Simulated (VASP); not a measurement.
CdS:

```
CELL_PARAMETERS angstrom
0.00000 2.61280 2.61280
2.61280 0.00000 2.61280
2.61280 2.61280 0.00000
ATOMIC_POSITIONS crystal
Cd 0.00000 0.00000 0.00000
S 0.50000 0.50000 0.50000
```

Base run:

```yaml
Program: VASP 6.6.1
Functional: LDA
Potentials_or_basis: VASP PAW LDA potentials, release 64 (Cd, S)
Cutoff: 520 eV
k_mesh: 16 × 16 × 16
Occupations: fermi-dirac, width 0.08 eV
Spin: no spin polarisation
```

Its results: band gap on the k mesh zero (band 9 reaches 4.28 eV, above the bottom of band 10 at 4.24 eV); pressure 8.0 GPa.

Q: The run is repeated on the same cell with these changes: potentials or basis from VASP PAW LDA potentials, release 64 (Cd, S) to VASP PAW LDA potentials, release 64 (Cd_sv_GW, S); cutoff from 520 eV to 540 eV; further incar settings from ALGO = Normal; EDIFF = 1e-06; NBANDS = 16 to ALGO = Normal; EDIFF = 1e-06; NBANDS = 20; valence electrons from 18 to 26. What comes out?

A: Band gap on the k mesh zero (band 13 reaches 6.37 eV, above the bottom of band 14 at 6.32 eV); pressure 5.8 GPa.
